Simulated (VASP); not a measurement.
# ZnO (P6_3mc) in VASP: notebook, part 2 of 2

VASP 6.6.1. The steps go on from the part before.

## (3) Single point, r2SCAN (10.75 Å³/atom)

This run uses another cell than the first one, of 10.75 Å³/atom.

POSCAR

```
ZnO
1.0
    3.1355175119      0.0000000000      0.0000000000
   -1.5677587560      2.7154378193      0.0000000000
    0.0000000000      0.0000000000      5.0486960319
Zn O
2 2
Direct
    0.3333333333      0.6666666667      0.4996598543
    0.6666666667      0.3333333333     -0.0003401457
    0.6666666667      0.3333333333      0.3793501457
    0.3333333333      0.6666666667      0.8793501457
```

INCAR.step1

```
  ALGO = Normal
  EDIFF = 1E-5
  ENCUT = 910
  GGA = PE
  GGA_COMPAT = F
  ISMEAR = 0
  LASPH = T
  LCHARG = F
  LREAL = F
  LWAVE = T
  NBANDS = 26
  NELM = 120
  PREC = Accurate
  SIGMA = 0.02
```

INCAR.step2

```
  ALGO = Normal
  EDIFF = 1E-6
  ENCUT = 910
  GGA_COMPAT = F
  ISIF = 2
  ISMEAR = 0
  ISTART = 1
  LASPH = T
  LCHARG = F
  LMIXTAU = T
  LREAL = F
  LWAVE = F
  METAGGA = R2SCAN
  NBANDS = 26
  NELM = 120
  PREC = Accurate
  SIGMA = 0.02
```

KPOINTS

```
k-points
0
Gamma
  12 12 6
```

Potentials or basis: VASP PAW PBE potentials, release 64 (Zn, O_h).

Launch:

```bash
cat potpaw_PBE.64/Zn/POTCAR potpaw_PBE.64/O_h/POTCAR > POTCAR
cp INCAR.step1 INCAR
mpirun -np 1 vasp_std > vasp.out
cp INCAR.step2 INCAR
mpirun -np 1 vasp_std > vasp.out
```

OUTCAR:

```text
EDIFF = 1E-6
   ENCUT = 910
   ISIF = 2
   ISMEAR = 0
   ISTART = 1
   LASPH = T
   LREAL = F
   METAGGA = R2SCAN
   NELM = 120
   PREC = Accurate

 ion  position               nearest neighbor table
   1  0.333  0.667  0.500-   3 1.91   3 1.91   3 1.91   4 1.92
   2  0.667  0.333  1.000-   4 1.91   4 1.91   4 1.91   3 1.92
   3  0.667  0.333  0.379-   1 1.91   1 1.91   1 1.91   2 1.92
   4  0.333  0.667  0.879-   2 1.91   2 1.91   2 1.91   1 1.92

  LATTYP: Found a hexagonal cell.
 ALAT       =     3.1355175119
 C/A-ratio  =     1.6101635576

  Lattice vectors:

 A1 = (   3.1355175119,   0.0000000000,   0.0000000000)
 A2 = (  -1.5677587560,   2.7154378193,   0.0000000000)
 A3 = (   0.0000000000,   0.0000000000,   5.0486960319)

Analysis of symmetry for initial positions (statically):
=====================================================================
 Subroutine PRICEL returns:
 Original cell was already a primitive cell.

 Routine SETGRP: Setting up the symmetry group for a
 hexagonal supercell.

 Subroutine GETGRP returns: Found 12 space group operations
 (whereof  6 operations were pure point group operations)
 out of a pool of 24 trial point group operations.

The static configuration has the point symmetry C_3v.
 The point group associated with its full space group is C_6v.

Analysis of symmetry for dynamics (positions and initial velocities):
=====================================================================
 Subroutine PRICEL returns:
 Original cell was already a primitive cell.

 Routine SETGRP: Setting up the symmetry group for a
 hexagonal supercell.

 Subroutine GETGRP returns: Found 12 space group operations
 (whereof  6 operations were pure point group operations)
 out of a pool of 24 trial point group operations.

The dynamic configuration has the point symmetry C_3v.
[... 116 lines left out ...]
   NUPDOWN=      -1.0000    fix difference up-down
   EMIN   =  10.00;   EMAX   =-10.00  energy-range for DOS
   EFERMI =   0.00;   METHOD = LEGACY
   ISMEAR =     0;   SIGMA  =   0.02  broadening in eV -4-tet -1-fermi 0-gaus
   EFERMI_NEDOS =   21; number of points for ismear=-14 and -15
   IALGO  =     38    algorithm
   IMIX   =      4    mixing-type and parameters
     AMIX     =   0.40;   BMIX     =  1.00
     AMIX_MAG =   1.60;   BMIX_MAG =  1.00
  volume/ion in A,a.u.               =      10.75        72.52
  Fermi-wavevector in a.u.,A,eV,Ry     =   1.543119  2.916073 32.398435  2.381218
  Thomas-Fermi vector in A             =   2.648827
   LORBIT       =      0    0 simple, 1 ext, 2 COOP (PROOUT), +10 PAW based schemes
   METAGGA = R2SCAN    functional components
   LHFCALC =     F    Hartree Fock is set to
   AEXX    =    0.0000 exact exchange contribution
   IVDW    =     0    specifies the selected vdW correction
   LEPSILON=     F    determine dielectric tensor
   LRPA    =     F    only Hartree local field effects (RPA)
 non-spin polarized calculation
 Gauss-broadening in eV      SIGMA  =   0.02
  energy-cutoff  :      910.00
  volume of cell :       42.99
 maximum number of plane-waves:      2707
 NGX is ok and might be reduce to    32
   NGX = 15   NGY = 15   NGZ = 25

 number of electron      35.9999996 magnetization

 Free energy of the ion-electron system (eV)
  ---------------------------------------------------
  ext. energy  EPLUGINS =         0.00000000
  ---------------------------------------------------
  free energy    TOTEN  =       -36.09285689 eV

  energy without entropy =      -36.09285689  energy(sigma->0) =      -36.09285689

 E-fermi :   2.3220     XC(G=0): -12.2754

 val. band max:        2.2070596199   @ k =   0.0000   0.0000   0.0000
 cond. band min:       3.5825596110   @ k =   0.0000   0.0000   0.0000
 fundamental gap:      1.3754999911
 Fermi energy:         2.3219976777

 k-point     1 :       0.0000    0.0000    0.0000
  band No.  band energies     occupation
      1     -17.7864      2.00000
      2     -16.9389      2.00000
      3      -4.3646      2.00000
      4      -4.2023      2.00000
      5      -4.2023      2.00000
      6      -4.1302      2.00000
[... 685 lines left out ...]
     25      17.0414      0.00000
     26      17.8708      0.00000

 [... further k-points ...]
[... 5 lines left out ...]
  --------------------------------------------------------------------------------------
  -------------------------------------------------------------------------------------
  Total        5.0300960      5.0300960      4.9844941     -0.0000000      0.0000000      0.0000000
  in kB      187.4815514    187.4815514    185.7818777     -0.0000000      0.0000000      0.0000000
  external PRESSURE =     186.9149935 kB  Pullay stress =       0.0000000 kB

 VOLUME and BASIS-vectors are now :
 -----------------------------------------------------------------------------
  energy-cutoff  :      910.00
  volume of cell :       42.99
      direct lattice vectors                 reciprocal lattice vectors
     3.135517512  0.000000000  0.000000000     0.318926619  0.184132370  0.000000000
    -1.567758756  2.715437819  0.000000000     0.000000000  0.368264739  0.000000000
     0.000000000  0.000000000  5.048696032     0.000000000  0.000000000  0.198070946

 POSITION                                       TOTAL-FORCE (eV/Angst)
 -----------------------------------------------------------------------------------
     -0.00000      1.81029      2.52263        -0.000000      0.000000      0.005800
      1.56776      0.90515      5.04698         0.000000     -0.000000      0.005800
      1.56776      0.90515      1.91522        -0.000000      0.000000     -0.005800
     -0.00000      1.81029      4.43957         0.000000     -0.000000     -0.005800
 -----------------------------------------------------------------------------------
    total drift:                                0.000000      0.000000      0.030350

  FREE ENERGIE OF THE ION-ELECTRON SYSTEM (eV)
  ---------------------------------------------------
  free  energy   TOTEN  =       -36.0928568873 eV

  energy  without entropy=      -36.0928568873  energy(sigma->0) =      -36.09285689
```

OUTCAR.step1:

```text
EDIFF = 1E-5
   ENCUT = 910
   GGA = PE
   ISMEAR = 0
[... 928 lines left out ...]
     -0.00000      1.81029      2.52263         0.000000     -0.000000      0.002572
      1.56776      0.90515      5.04698        -0.000000      0.000000      0.002572
      1.56776      0.90515      1.91522         0.000000     -0.000000     -0.002572
     -0.00000      1.81029      4.43957        -0.000000      0.000000     -0.002572
 -----------------------------------------------------------------------------------
    total drift:                                0.000000      0.000000     -0.000738

  FREE ENERGIE OF THE ION-ELECTRON SYSTEM (eV)
  ---------------------------------------------------
  free  energy   TOTEN  =       -17.4045165962 eV

  energy  without entropy=      -17.4045165962  energy(sigma->0) =      -17.40451660
```

Wall time 19 min (1 thread of AMD EPYC 7R43 (Zen 3), shared host); peak memory 0.31 GiB.

Results:

```
Free energy            : -36.0929 eV
Pressure               : 18.7 GPa
Largest force          : 0.006 eV/Å
Band gap on the k mesh : 1.38 eV
```

Forces in eV/Å, atoms in the order of the input:
```
Zn   0.000  0.000  0.006
Zn   0.000  0.000  0.006
O    0.000  0.000 -0.006
O    0.000  0.000 -0.006
```

Caveat: the cutoff is under 1.25 times the usual one of these potentials, so pressure, stress and relaxed cells hold a basis-set (Pulay) error; the cell stands under pressure; the PAW data sets were made with another functional, which shifts forces and pressure a little.
